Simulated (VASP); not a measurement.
# SiC (F-43m) in VASP: a series of runs

Runs on SiC. Level: PBEsol. Tasks: single point.

Everything below comes from runs of VASP 6.6.1. Logs are shortened: lines on timing, memory, paths and dates and some standing lists are left out, and cuts for length are marked.

**What was measured.**

From “Insight into the structural, elastic and electronic properties of a new orthorhombic 6O-SiC polytype”, 2020, pmc:7200658, for a bulk crystal of SiC: band gap 2.4 eV (indirect).

The runs below are set against these values where they give the same quantity.

### Step 1. The cell of the first run

It takes space group F-43m (No. 216, cubic). Conventional cell: a = 4.357 Å, b = 4.357 Å, c = 4.357 Å, α = 90.00°, β = 90.00°, γ = 90.00°. Si (site symmetry -43m) has 4 C at 1.89 Å within 2.5 Å. Within 2.5 Å of C (site symmetry -43m) lie 4 Si at 1.89 Å.

### Step 2. Single point, PBEsol

Contents of INCAR:

```
SYSTEM = SiC
ALGO = Normal ; EDIFF = 1E-6
ENCUT = 520 ; GGA = PS
ISIF = 2 ; ISMEAR = 0
LASPH = .TRUE. ; LCHARG = .FALSE.
LREAL = .FALSE. ; LWAVE = .FALSE.
NBANDS = 11 ; NELM = 100
PREC = Accurate ; SIGMA = 0.01
```

Contents of KPOINTS:

```
k-points
0
G
  10 10 10
  0 0 0
```

Contents of POSCAR:

```
SiC
1.0
    0.0000000000      2.1784118705      2.1784118705
    2.1784118705      0.0000000000      2.1784118705
    2.1784118705      2.1784118705      0.0000000000
Si C
1 1
Direct
    0.0000000000      0.0000000000      0.0000000000
    0.7500000000      0.7500000000      0.7500000000
```

Potentials or basis: VASP PAW PBE potentials, release 64 (Si, C).

Run with:

```sh
$ cat potpaw_PBE.64/Si/POTCAR potpaw_PBE.64/C/POTCAR > POTCAR
$ mpirun -np 1 vasp_std > vasp.out
```

OUTCAR:

```text
SYSTEM = SiC
   EDIFF = 1E-6
   ENCUT = 520
   GGA = PS
   ISIF = 2
   ISMEAR = 0
   LASPH = .TRUE.
   LREAL = .FALSE.
   NELM = 100
   PREC = Accurate

 ion  position               nearest neighbor table
   1  0.000  0.000  0.000-   2 1.89   2 1.89   2 1.89   2 1.89
   2  0.750  0.750  0.750-   1 1.89   1 1.89   1 1.89   1 1.89

  LATTYP: Found a face centered cubic cell.
 ALAT       =     4.3568237410

  Lattice vectors:

 A1 = (   0.0000000000,   2.1784118705,   2.1784118705)
 A2 = (   2.1784118705,   0.0000000000,   2.1784118705)
 A3 = (   2.1784118705,   2.1784118705,   0.0000000000)

Analysis of symmetry for initial positions (statically):
=====================================================================
 Subroutine PRICEL returns:
 Original cell was already a primitive cell.

 Routine SETGRP: Setting up the symmetry group for a
 face centered cubic supercell.

 Subroutine GETGRP returns: Found 24 space group operations
 (whereof 24 operations were pure point group operations)
 out of a pool of 48 trial point group operations.

The static configuration has the point symmetry T_d .

Analysis of symmetry for dynamics (positions and initial velocities):
=====================================================================
 Subroutine PRICEL returns:
 Original cell was already a primitive cell.

 Routine SETGRP: Setting up the symmetry group for a
 face centered cubic supercell.

 Subroutine GETGRP returns: Found 24 space group operations
 (whereof 24 operations were pure point group operations)
 out of a pool of 48 trial point group operations.

The dynamic configuration has the point symmetry T_d .

 Subroutine INISYM returns: Found 24 space group operations
 (whereof 24 operations are pure point group operations),
 and found     1 'primitive' translations

----------------------------------------------------------------------------------------

                                     Primitive cell

  volume of cell :      20.6752

  direct lattice vectors                    reciprocal lattice vectors
     0.000000000  2.178411871  2.178411871    -0.229525007  0.229525007  0.229525007
     2.178411871  0.000000000  2.178411871     0.229525007 -0.229525007  0.229525007
     2.178411871  2.178411871  0.000000000     0.229525007  0.229525007 -0.229525007

  length of vectors
     3.080739612  3.080739612  3.080739612     0.397548974  0.397548974  0.397548974

  position of ions in fractional coordinates (direct lattice)
     0.000000000  0.000000000  0.000000000
     0.750000000  0.750000000  0.750000000

  ion indices of the primitive-cell ions
   primitive index   ion index
                 1           1
                 2           2

----------------------------------------------------------------------------------------

 KPOINTS: k-points

Automatic generation of k-mesh.
 Grid dimensions read from file:
 generate k-points for:   10   10   10

 Generating k-lattice:

  Cartesian coordinates                     Fractional coordinates (reciprocal lattice)
    -0.022952501  0.022952501  0.022952501     0.100000000  0.000000000  0.000000000
     0.022952501 -0.022952501  0.022952501     0.000000000  0.100000000  0.000000000
     0.022952501  0.022952501 -0.022952501     0.000000000  0.000000000  0.100000000

  Length of vectors
     0.039754897  0.039754897  0.039754897

  Shift w.r.t. Gamma in fractional coordinates (k-lattice)
     0.000000000  0.000000000  0.000000000

 Subroutine IBZKPT returns following result:
 ===========================================

 Found     47 irreducible k-points:

 Following reciprocal coordinates:
            Coordinates               Weight
  0.000000  0.000000  0.000000      1.000000
  0.100000  0.000000  0.000000      8.000000
  0.200000  0.000000  0.000000      8.000000
  0.300000  0.000000  0.000000      8.000000
  0.400000  0.000000  0.000000      8.000000
  0.500000  0.000000  0.000000      4.000000
[... 16 lines left out ...]
  0.300000  0.300000  0.000000      6.000000
  0.400000  0.300000  0.000000     24.000000
 [... further k-points ...]
   k-points           NKPTS =     47   k-points in BZ     NKDIM =     47   number of bands    NBANDS=     11
   number of dos      NEDOS =    301   number of ions     NIONS =      2
   total plane-waves  NPLWV =  13824
   dimension x,y,z NGX =    24 NGY =   24 NGZ =   24
   dimension x,y,z NGXF=    48 NGYF=   48 NGZF=   48
   ions per type =               1   1
   NGX,Y,Z   is equivalent  to a cutoff of  12.95, 12.95, 12.95 a.u.
   NGXF,Y,Z  is equivalent  to a cutoff of  25.90, 25.90, 25.90 a.u.
 SYSTEM =  SiC
   PREC   = accura    normal or accurate (medium, high low for compatibility)
   ISTART =      0    job   : 0-new  1-cont  2-samecut
   ICHARG =      2    charge: 1-file 2-atom 10-const
   ISPIN  =      1    spin polarized calculation?
   LNONCOLLINEAR =      F non collinear calculations
   LSORBIT =      F    spin-orbit coupling
   LASPH  =      T    aspherical Exc in radial PAW
   ENCUT  =  520.0 eV  38.22 Ry    6.18 a.u.   5.73  5.73  5.73*2*pi/ulx,y,z
   NELM   =    100;   NELMIN=  2; NELMDL= -5     # of ELM steps
   EDIFF  = 0.1E-05   stopping-criterion for ELM
   LREAL  =      F    real-space projection
   EDIFFG = 0.1E-04   stopping-criterion for IOM
   NSW    =      0    number of steps for IOM
   IBRION =     -1    ionic relax: 0-MD 1-quasi-New 2-CG
   NFREE  =      0    steps in history (QN), initial steepest desc. (CG)
   ISIF   =      2    stress and relaxation
   ISYM   =      2    0-nonsym 1-usesym 2-fastsym
   POTIM  = 0.5000    time-step for ionic-motion
   TEBEG  =    0.0;   TEEND  =   0.0 temperature during run
   PSTRESS=    0.0 pullay stress
   NELECT =       8.0000    total number of electrons
   NUPDOWN=      -1.0000    fix difference up-down
   EMIN   =  10.00;   EMAX   =-10.00  energy-range for DOS
   EFERMI =   0.00;   METHOD = LEGACY
   ISMEAR =     0;   SIGMA  =   0.01  broadening in eV -4-tet -1-fermi 0-gaus
   EFERMI_NEDOS =   21; number of points for ismear=-14 and -15
   IALGO  =     38    algorithm
   IMIX   =      4    mixing-type and parameters
     AMIX     =   0.40;   BMIX     =  1.00
     AMIX_MAG =   1.60;   BMIX_MAG =  1.00
  volume/ion in A,a.u.               =      10.34        69.76
  Fermi-wavevector in a.u.,A,eV,Ry     =   1.192948  2.254345 19.362789  1.423125
  Thomas-Fermi vector in A             =   2.328974
   LORBIT       =      0    0 simple, 1 ext, 2 COOP (PROOUT), +10 PAW based schemes
   GGA     = PS    functional components
   LHFCALC =     F    Hartree Fock is set to
   AEXX    =    0.0000 exact exchange contribution
   IVDW    =     0    specifies the selected vdW correction
   LEPSILON=     F    determine dielectric tensor
   LRPA    =     F    only Hartree local field effects (RPA)
 non-spin polarized calculation
 Gauss-broadening in eV      SIGMA  =   0.01
  energy-cutoff  :      520.00
  volume of cell :       20.68
 maximum number of plane-waves:       568
   NGX = 11   NGY = 11   NGZ = 11

 number of electron       8.0000001 magnetization

 Free energy of the ion-electron system (eV)
  ---------------------------------------------------
  ext. energy  EPLUGINS =         0.00000000
  ---------------------------------------------------
  free energy    TOTEN  =       -15.91495089 eV

  energy without entropy =      -15.91495089  energy(sigma->0) =      -15.91495089

 E-fermi :   8.1876     XC(G=0): -11.5084

 val. band max:        8.0656917756   @ k =   0.0000   0.0000   0.0000
 cond. band min:       9.2987111385   @ k =   0.5000   0.5000   0.0000
 fundamental gap:      1.2330193628
 Fermi energy:         8.1875976377

 k-point     1 :       0.0000    0.0000    0.0000
  band No.  band energies     occupation
      1      -7.3649      2.00000
      2       8.0657      2.00000
      3       8.0657      2.00000
      4       8.0657      2.00000
      5      14.2623      0.00000
      6      15.3137      0.00000
      7      15.3137      0.00000
      8      15.3137      0.00000
      9      22.5267      0.00000
     10      22.5267      0.00000
     11      24.3406      0.00000

 k-point     2 :       0.1000    0.0000    0.0000
  band No.  band energies     occupation
      1      -7.1686      2.00000
      2       7.0504      2.00000
      3       7.9309      2.00000
      4       7.9309      2.00000
      5      14.5124      0.00000
      6      15.5581      0.00000
      7      15.5581      0.00000
      8      15.5955      0.00000
      9      21.5501      0.00000
     10      21.5501      0.00000
     11      24.1413      0.00000

 k-point     3 :       0.2000    0.0000    0.0000
  band No.  band energies     occupation
      1      -6.5881      2.00000
      2       4.9192      2.00000
      3       7.6221      2.00000
      4       7.6221      2.00000
      5      14.2130      0.00000
      6      15.9149      0.00000
      7      15.9149      0.00000
      8      16.7915      0.00000
      9      20.8757      0.00000
     10      20.8757      0.00000
     11      23.2594      0.00000

 k-point     4 :       0.3000    0.0000    0.0000
  band No.  band energies     occupation
      1      -5.6579      2.00000
      2       2.5938      2.00000
      3       7.3049      2.00000
      4       7.3049      2.00000
      5      13.8045      0.00000
      6      15.7656      0.00000
      7      15.7656      0.00000
      8      17.7342      0.00000
      9      21.7028      0.00000
     10      21.7028      0.00000
     11      23.0077      0.00000
[... 239 lines left out ...]
 k-point    22 :      -0.2000    0.2000    0.0000
  band No.  band energies     occupation
      1      -5.3461      2.00000
      2       3.2489      2.00000
      3       4.8113      2.00000
      4       7.4161      2.00000
      5      14.5477      0.00000
      6      16.0034      0.00000
      7      16.3775      0.00000
      8      17.1554      0.00000
      9      19.4999      0.00000
     10      23.3700      0.00000
     11      27.1222      0.00000

 k-point    23 :       0.3000    0.3000    0.0000
  band No.  band energies     occupation
      1      -5.0795      2.00000
      2       3.7084      2.00000
      3       5.6818      2.00000
      4       5.6818      2.00000
      5      11.1232      0.00000
      6      13.5646      0.00000
      7      19.5439      0.00000
      8      19.5439      0.00000
      9      20.4045      0.00000
     10      25.1101      0.00000
     11      29.6543      0.00000

 k-point    24 :       0.4000    0.3000    0.0000
  band No.  band energies     occupation
      1      -4.2030      2.00000
      2       2.4786      2.00000
      3       4.8800      2.00000
      4       5.4181      2.00000
      5      10.8226      0.00000
      6      13.5806      0.00000
      7      19.6275      0.00000
      8      19.9361      0.00000
      9      21.7533      0.00000
     10      26.0868      0.00000
     11      29.2470      0.00000

 [... further k-points ...]

------------------------ aborting loop because EDIFF is reached ----------------------------------------

  FORCE on cell =-STRESS in cart. coord.  units (eV):
  Direction    XX          YY          ZZ          XY          YZ          ZX
  --------------------------------------------------------------------------------------
  -------------------------------------------------------------------------------------
  Total        0.0457887      0.0457887      0.0457887     -0.0000000      0.0000000     -0.0000000
  in kB        3.5482879      3.5482879      3.5482879     -0.0000000      0.0000000     -0.0000000
  external PRESSURE =       3.5482879 kB  Pullay stress =       0.0000000 kB

 VOLUME and BASIS-vectors are now :
 -----------------------------------------------------------------------------
  energy-cutoff  :      520.00
  volume of cell :       20.68
      direct lattice vectors                 reciprocal lattice vectors
     0.000000000  2.178411871  2.178411871    -0.229525007  0.229525007  0.229525007
     2.178411871  0.000000000  2.178411871     0.229525007 -0.229525007  0.229525007
     2.178411871  2.178411871  0.000000000     0.229525007  0.229525007 -0.229525007

 POSITION                                       TOTAL-FORCE (eV/Angst)
 -----------------------------------------------------------------------------------
      0.00000      0.00000      0.00000         0.000000     -0.000000      0.000000
      3.26762      3.26762      3.26762        -0.000000      0.000000     -0.000000
 -----------------------------------------------------------------------------------
    total drift:                               -0.000000     -0.000000     -0.000000

  FREE ENERGIE OF THE ION-ELECTRON SYSTEM (eV)
  ---------------------------------------------------
  free  energy   TOTEN  =       -15.9149508853 eV

  energy  without entropy=      -15.9149508853  energy(sigma->0) =      -15.91495089
```

Wall time 4.4 s (1 thread of Intel Xeon Platinum 8488C (Sapphire Rapids), shared host); peak memory 0.14 GiB.

Results:

* Free energy: -15.9150 eV
* Pressure: 0.4 GPa
* Band gap on the k mesh: 1.23 eV, indirect (least direct gap 4.44 eV)

Levels at points of the mesh, in eV from the valence-band top:
```
           k point  band 1  band 2  band 3  band 4  band 5  band 6  band 7  band 8
(0.00, 0.00, 0.00)  -15.43    0.00    0.00    0.00    6.20    7.25    7.25    7.25
(0.50, 0.00, 0.00)  -11.82   -8.60   -1.06   -1.06    5.38    7.14    7.14    9.92
(0.50, 0.50, 0.00)  -10.36   -7.84   -3.21   -3.21    1.23    4.20   13.96   13.96
```

Caveat: the PAW data sets were made with another functional, which shifts forces and pressure a little.

### Step 3. Single point, PBEsol

Contents of INCAR:

```
  PREC = Accurate
  ENCUT = 520
  EDIFF = 1E-6
  ISMEAR = 0
  SIGMA = 0.01
  LREAL = False
  LASPH = True
  NELM = 60
  ALGO = Normal
  ISIF = 2
  LWAVE = False
  LCHARG = True
  GGA = PS
  LELF = True
  LVHAR = True
  NBANDS = 11
```

Contents of KPOINTS:

```
regular mesh
0
Gamma
  10 10 10
```

POSCAR is that of step 2.

Potentials or basis: VASP PAW PBE potentials, release 64 (Si, C).

Run with:

```sh
$ cat potpaw_PBE.64/Si/POTCAR potpaw_PBE.64/C/POTCAR > POTCAR
$ mpirun -np 1 vasp_std > vasp.out
```

Wall time 4.8 s (1 thread of Intel Xeon Platinum 8488C (Sapphire Rapids), shared host); peak memory 0.14 GiB.

It converged, with:

```
Free energy            : -15.9150 eV
Pressure               : 0.4 GPa
Band gap on the k mesh : 1.23 eV, indirect (least direct gap 4.44 eV)
```

Levels at points of the mesh, in eV from the valence-band top:
```
           k point  band 1  band 2  band 3  band 4  band 5  band 6  band 7  band 8  band 9
(0.00, 0.00, 0.00)  -15.43    0.00    0.00    0.00    6.20    7.25    7.25    7.25   14.46
(0.50, 0.00, 0.00)  -11.82   -8.60   -1.06   -1.06    5.38    7.14    7.14    9.92   16.02
(0.50, 0.50, 0.00)  -10.36   -7.84   -3.21   -3.21    1.23    4.20   13.96   13.96   14.70
```

Caveat: the PAW data sets were made with another functional, which shifts forces and pressure a little.

### Step 4. Single point, PBEsol

This run uses another cell than the first one, of 10.18 Å³/atom, 0.985 times its volume.

Contents of INCAR:

```
SYSTEM = SiC
  PREC = Accurate
  ENCUT = 520
  EDIFF = 1E-6
  ISMEAR = 0
  SIGMA = 0.01
  LREAL = .False.
  LASPH = .True.
  NELM = 80
  ALGO = Normal
  ISIF = 2
  LWAVE = .False.
  LCHARG = .True.
  GGA = PS
  LELF = .True.
  LVHAR = .True.
  NBANDS = 11
```

Contents of KPOINTS:

```
regular mesh
0
Gamma
  10 10 10
  0 0 0
```

Contents of POSCAR:

```
SiC
1.0
    0.0000000000      2.1675198112      2.1675198112
    2.1675198112      0.0000000000      2.1675198112
    2.1675198112      2.1675198112      0.0000000000
Si C
1 1
Direct
    0.0000000000      0.0000000000      0.0000000000
    0.7500000000      0.7500000000      0.7500000000
```

Run with:

```sh
$ cat potpaw_PBE.64/Si/POTCAR potpaw_PBE.64/C/POTCAR > POTCAR
$ mpirun -np 1 vasp_std > vasp.out
```

It took 4.8 s on 1 thread of Intel Xeon Platinum 8488C (Sapphire Rapids), shared host; peak memory 0.14 GiB.

It converged, with:

```yaml
Free_energy: -15.9109 eV
Pressure: 3.8 GPa
Band_gap_on_the_k_mesh: 1.22 eV, indirect (least direct gap 4.46 eV)
```

Levels at points of the mesh, in eV from the valence-band top:
```csv
k point,band 1,band 2,band 3,band 4,band 5,band 6,band 7,band 8,band 9
"(0.00, 0.00, 0.00)",-15.55,0.00,0.00,0.00,6.37,7.35,7.35,7.35,14.55
"(0.50, 0.00, 0.00)",-11.89,-8.69,-1.06,-1.06,5.52,7.20,7.20,10.00,16.20
"(0.50, 0.50, 0.00)",-10.41,-7.88,-3.24,-3.24,1.22,4.25,14.14,14.14,14.90
```

Caveat: the PAW data sets were made with another functional, which shifts forces and pressure a little. A k mesh can miss the band edges.

### Step 5. Single point, PBEsol

This run uses another cell than the first one, of 10.49 Å³/atom, 1.015 times its volume.

Contents of INCAR:

```
SYSTEM = SiC
  ALGO = Normal
  EDIFF = 1E-7
  ENCUT = 520
  GGA = PS
  ISIF = 2
  ISMEAR = 0
  LASPH = .True.
  LCHARG = .False.
  LREAL = .False.
  LWAVE = .False.
  NBANDS = 11
  NELM = 100
  PREC = Accurate
  SIGMA = 0.01
```

Contents of KPOINTS:

```
k-points
0
Gamma
  10 10 10
  0 0 0
```

Contents of POSCAR:

```
SiC
1.0
    0.0000000000      2.1893039299      2.1893039299
    2.1893039299      0.0000000000      2.1893039299
    2.1893039299      2.1893039299      0.0000000000
Si C
1 1
Direct
    0.0000000000      0.0000000000      0.0000000000
    0.7500000000      0.7500000000      0.7500000000
```

Run with:

```sh
$ cat potpaw_PBE.64/Si/POTCAR potpaw_PBE.64/C/POTCAR > POTCAR
$ mpirun -np 1 vasp_std > vasp.out
```

It took 4.9 s on 1 thread of Intel Xeon Platinum 8488C (Sapphire Rapids), shared host; peak memory 0.13 GiB.

The run converged. Its results:

```yaml
Free_energy: -15.9125 eV
Pressure: -2.9 GPa
Band_gap_on_the_k_mesh: 1.25 eV, indirect (least direct gap 4.43 eV)
```

Levels at points of the mesh, in eV from the valence-band top:
| k point | band 1 | band 2 | band 3 | band 4 | band 5 | band 6 | band 7 | band 8 |
| --- | --- | --- | --- | --- | --- | --- | --- | --- |
| (0.00, 0.00, 0.00) | -15.31 | 0.00 | 0.00 | 0.00 | 6.02 | 7.15 | 7.15 | 7.15 |
| (0.50, 0.00, 0.00) | -11.76 | -8.52 | -1.05 | -1.05 | 5.25 | 7.08 | 7.08 | 9.84 |
| (0.50, 0.50, 0.00) | -10.31 | -7.79 | -3.18 | -3.18 | 1.25 | 4.15 | 13.79 | 13.79 |

Caveat: the PAW data sets were made with another functional, which shifts forces and pressure a little.

### Step 6. Summary

```csv
cell,gap on the mesh (eV),pressure (GPa)
"a = 3.081 Å, angles 60.0°, 2 atoms",1.23,0.4
"a = 3.065 Å, angles 60.0°, 2 atoms",1.22,3.8
"a = 3.096 Å, angles 60.0°, 2 atoms",1.25,-2.9
```

Alike in all rows: task single point; level PBEsol; potentials or basis VASP PAW PBE potentials, release 64 (Si, C); no spin polarisation; k mesh 10 × 10 × 10; cutoff (eV) 520; smearing gaussian 0.01 eV.

Caveats: the PAW data sets were made with another functional, which shifts forces and pressure a little.

Absolute energies hang on the potentials; compare differences alone.

### Step 7. Comparison with measurements

Step 2. Against the measured gap of SiC, 2.4 eV (indirect; quoted in “Insight into the structural, elastic and electronic properties of a new orthorhombic 6O-SiC polytype”, 2020, pmc:7200658), the calculated 1.23 eV is off by -1.17 eV. The value is that of PBEsol on a finite k mesh, which can miss the band edges, without temperature or zero-point motion. Semilocal functionals fall short of measured gaps as a rule.

Step 3. Against the measured gap of SiC, 2.4 eV (indirect; quoted in “Insight into the structural, elastic and electronic properties of a new orthorhombic 6O-SiC polytype”, 2020, pmc:7200658), the calculated 1.23 eV is off by -1.17 eV. The value is that of PBEsol on a finite k mesh, which can miss the band edges, without temperature or zero-point motion. Semilocal functionals fall short of measured gaps as a rule.

Step 5. A measured gap of SiC is 2.4 eV (indirect; quoted in “Insight into the structural, elastic and electronic properties of a new orthorhombic 6O-SiC polytype”, 2020, pmc:7200658); the calculated 1.25 eV misses it by -1.15 eV. The value is that of PBEsol on a finite k mesh, which can miss the band edges, without temperature or zero-point motion. Semilocal functionals fall short of measured gaps as a rule.
